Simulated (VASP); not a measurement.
# SiC (Moissanite 3C) (F-43m) in VASP: single point with PBE

Aim: the single point of SiC (Moissanite 3C) with PBE.

All numbers are computed with VASP 6.6.1; they aren't measurements. Logs are shortened: lines on timing, memory, paths and dates and some standing lists are left out, and cuts for length are marked.

## (1) The cell of the first run

It takes space group F-43m (No. 216, cubic). Conventional cell: a = 4.358 Å, b = 4.358 Å, c = 4.358 Å, α = 90.00°, β = 90.00°, γ = 90.00°. Si (site symmetry -43m) has 4 C at 1.89 Å within 2.5 Å. C (site symmetry -43m) has 4 Si at 1.89 Å within 2.5 Å.

## (2) Single point, PBE

Input file INCAR:

```
SYSTEM = SiC
PREC = Accurate
ENCUT = 600
EDIFF = 1E-6
ISMEAR = 0
SIGMA = 0.01
LREAL = .FALSE.
LASPH = .TRUE.
NELM = 120
ALGO = Normal
ISIF = 2
LWAVE = .FALSE.
LCHARG = .FALSE.
GGA = PE
NBANDS = 11
GGA_COMPAT = .FALSE.
```

Input file KPOINTS:

```
Automatic mesh
0
G
  9 9 9
  0 0 0
```

Input file POSCAR:

```
SiC
1.0
    0.0000000000      2.1790000000      2.1790000000
    2.1790000000      0.0000000000      2.1790000000
    2.1790000000      2.1790000000      0.0000000000
Si C
1 1
Direct
    0.0000000000      0.0000000000      0.0000000000
    0.2500000000      0.2500000000      0.2500000000
```

Potentials or basis: VASP PAW PBE potentials, release 64 (Si, C).

The run is started by

```bash
$ cat potpaw_PBE.64/Si/POTCAR potpaw_PBE.64/C/POTCAR > POTCAR
$ mpirun -np 1 vasp_std > vasp.out
```

OUTCAR:

```text
SYSTEM = SiC
   PREC = Accurate
   ENCUT = 600
   EDIFF = 1E-6
   ISMEAR = 0
   LREAL = .FALSE.
   LASPH = .TRUE.
   NELM = 120
   ISIF = 2
   GGA = PE

 ion  position               nearest neighbor table
   1  0.000  0.000  0.000-   2 1.89   2 1.89   2 1.89   2 1.89
   2  0.250  0.250  0.250-   1 1.89   1 1.89   1 1.89   1 1.89

  LATTYP: Found a face centered cubic cell.
 ALAT       =     4.3580000000

  Lattice vectors:

 A1 = (   0.0000000000,   2.1790000000,   2.1790000000)
 A2 = (   2.1790000000,   0.0000000000,   2.1790000000)
 A3 = (   2.1790000000,   2.1790000000,   0.0000000000)

Analysis of symmetry for initial positions (statically):
=====================================================================
 Subroutine PRICEL returns:
 Original cell was already a primitive cell.

 Routine SETGRP: Setting up the symmetry group for a
 face centered cubic supercell.

 Subroutine GETGRP returns: Found 24 space group operations
 (whereof 24 operations were pure point group operations)
 out of a pool of 48 trial point group operations.

The static configuration has the point symmetry T_d .

Analysis of symmetry for dynamics (positions and initial velocities):
=====================================================================
 Subroutine PRICEL returns:
 Original cell was already a primitive cell.

 Routine SETGRP: Setting up the symmetry group for a
 face centered cubic supercell.

 Subroutine GETGRP returns: Found 24 space group operations
 (whereof 24 operations were pure point group operations)
 out of a pool of 48 trial point group operations.

The dynamic configuration has the point symmetry T_d .

 Subroutine INISYM returns: Found 24 space group operations
 (whereof 24 operations are pure point group operations),
 and found     1 'primitive' translations

----------------------------------------------------------------------------------------

                                     Primitive cell

  volume of cell :      20.6920

  direct lattice vectors                    reciprocal lattice vectors
     0.000000000  2.179000000  2.179000000    -0.229463056  0.229463056  0.229463056
     2.179000000  0.000000000  2.179000000     0.229463056 -0.229463056  0.229463056
     2.179000000  2.179000000  0.000000000     0.229463056  0.229463056 -0.229463056

  length of vectors
     3.081571352  3.081571352  3.081571352     0.397441672  0.397441672  0.397441672

  position of ions in fractional coordinates (direct lattice)
     0.000000000  0.000000000  0.000000000
     0.250000000  0.250000000  0.250000000

  ion indices of the primitive-cell ions
[... 85 lines left out ...]
   PSTRESS=    0.0 pullay stress
   NELECT =       8.0000    total number of electrons
   NUPDOWN=      -1.0000    fix difference up-down
   EMIN   =  10.00;   EMAX   =-10.00  energy-range for DOS
   EFERMI =   0.00;   METHOD = LEGACY
   ISMEAR =     0;   SIGMA  =   0.01  broadening in eV -4-tet -1-fermi 0-gaus
   EFERMI_NEDOS =   21; number of points for ismear=-14 and -15
   IALGO  =     38    algorithm
   IMIX   =      4    mixing-type and parameters
     AMIX     =   0.40;   BMIX     =  1.00
     AMIX_MAG =   1.60;   BMIX_MAG =  1.00
  volume/ion in A,a.u.               =      10.35        69.82
  Fermi-wavevector in a.u.,A,eV,Ry     =   1.192626  2.253736 19.352338  1.422357
  Thomas-Fermi vector in A             =   2.328660
   LORBIT       =      0    0 simple, 1 ext, 2 COOP (PROOUT), +10 PAW based schemes
   GGA     = PE    functional components
   LHFCALC =     F    Hartree Fock is set to
   AEXX    =    0.0000 exact exchange contribution
   IVDW    =     0    specifies the selected vdW correction
   LEPSILON=     F    determine dielectric tensor
   LRPA    =     F    only Hartree local field effects (RPA)
 non-spin polarized calculation
 Gauss-broadening in eV      SIGMA  =   0.01
  energy-cutoff  :      600.00
  volume of cell :       20.69
 maximum number of plane-waves:       702
 NGX is ok and might be reduce to    28
   NGX = 13   NGY = 13   NGZ = 13

 number of electron       8.0000000 magnetization

 Free energy of the ion-electron system (eV)
  ---------------------------------------------------
  ext. energy  EPLUGINS =         0.00000000
  ---------------------------------------------------
  free energy    TOTEN  =       -15.05885991 eV

  energy without entropy =      -15.05885991  energy(sigma->0) =      -15.05885991

 E-fermi :   8.1655     XC(G=0): -11.3561

 val. band max:        8.1065554246   @ k =   0.0000   0.0000   0.0000
 cond. band min:       9.6090903965   @ k =   0.4444   0.4444   0.0000
 fundamental gap:      1.5025349718
 Fermi energy:         8.1655176895

 k-point     1 :       0.0000    0.0000    0.0000
  band No.  band energies     occupation
      1      -7.2967      2.00000
      2       8.1066      2.00000
      3       8.1066      2.00000
      4       8.1066      2.00000
      5      14.3399      0.00000
      6      15.4144      0.00000
      7      15.4144      0.00000
      8      15.4144      0.00000
      9      22.6137      0.00000
     10      22.6137      0.00000
     11      24.5873      0.00000
[... 309 lines left out ...]
 k-point    24 :       0.4444    0.4444    0.0000
  band No.  band energies     occupation
      1      -2.7422      2.00000
      2       0.8348      2.00000
      3       4.9875      2.00000
      4       4.9875      2.00000
      5       9.6091      0.00000
      6      12.5264      0.00000
      7      21.8762      0.00000
      8      21.8762      0.00000
      9      22.6642      0.00000
     10      27.7598      0.00000
     11      30.5275      0.00000

 [... further k-points ...]

------------------------ aborting loop because EDIFF is reached ----------------------------------------

  FORCE on cell =-STRESS in cart. coord.  units (eV):
  Direction    XX          YY          ZZ          XY          YZ          ZX
  --------------------------------------------------------------------------------------
  -------------------------------------------------------------------------------------
  Total        0.3972340      0.3972340      0.3972340      0.0000000     -0.0000000     -0.0000000
  in kB       30.7578002     30.7578002     30.7578002      0.0000000     -0.0000000     -0.0000000
  external PRESSURE =      30.7578002 kB  Pullay stress =       0.0000000 kB

 VOLUME and BASIS-vectors are now :
 -----------------------------------------------------------------------------
  energy-cutoff  :      600.00
  volume of cell :       20.69
      direct lattice vectors                 reciprocal lattice vectors
     0.000000000  2.179000000  2.179000000    -0.229463056  0.229463056  0.229463056
     2.179000000  0.000000000  2.179000000     0.229463056 -0.229463056  0.229463056
     2.179000000  2.179000000  0.000000000     0.229463056  0.229463056 -0.229463056

 POSITION                                       TOTAL-FORCE (eV/Angst)
 -----------------------------------------------------------------------------------
      0.00000      0.00000      0.00000        -0.000000     -0.000000      0.000000
      1.08950      1.08950      1.08950         0.000000      0.000000     -0.000000
 -----------------------------------------------------------------------------------
    total drift:                               -0.000000     -0.000000     -0.000000

  FREE ENERGIE OF THE ION-ELECTRON SYSTEM (eV)
  ---------------------------------------------------
  free  energy   TOTEN  =       -15.0588599101 eV

  energy  without entropy=      -15.0588599101  energy(sigma->0) =      -15.05885991
```

OSZICAR:

```text
N       E                     dE             d eps       ncg     rms          rms(c)
DAV:   1     0.650958307136E+01    0.65096E+01   -0.43568E+03   778   0.695E+02
DAV:   2    -0.161560892399E+02   -0.22666E+02   -0.21900E+02   975   0.116E+02
DAV:   3    -0.169103999462E+02   -0.75431E+00   -0.75289E+00   950   0.181E+01
DAV:   4    -0.169133113968E+02   -0.29115E-02   -0.29113E-02   880   0.144E+00
DAV:   5    -0.169133240547E+02   -0.12658E-04   -0.12658E-04   950   0.907E-02    0.880E+00
DAV:   6    -0.151161496553E+02    0.17972E+01   -0.64863E+00   854   0.114E+01    0.389E+00
DAV:   7    -0.150664100100E+02    0.49740E-01   -0.38335E-01   926   0.354E+00    0.177E+00
DAV:   8    -0.150586309732E+02    0.77790E-02   -0.20132E-02   875   0.951E-01    0.171E-01
DAV:   9    -0.150587471693E+02   -0.11620E-03   -0.15981E-03   949   0.229E-01    0.112E-01
DAV:  10    -0.150588574470E+02   -0.11028E-03   -0.23590E-04   872   0.934E-02    0.257E-02
DAV:  11    -0.150588595120E+02   -0.20650E-05   -0.42135E-05   914   0.336E-02    0.686E-03
DAV:  12    -0.150588599101E+02   -0.39813E-06   -0.19391E-06   740   0.843E-03
   1 F= -.15058860E+02 E0= -.15058860E+02  d E =-.185044E-19
```

Wall time 16 s (1 thread of Intel Xeon 8259CL, shared host); peak memory 0.15 GiB.

What came out:

* Free energy: -15.0589 eV
* Pressure: 3.1 GPa
* Band gap on the k mesh: 1.50 eV, indirect (least direct gap 4.62 eV)

A k mesh can miss the band edges. Expect the measured gap to be larger: semilocal functionals such as PBE lack the derivative discontinuity.
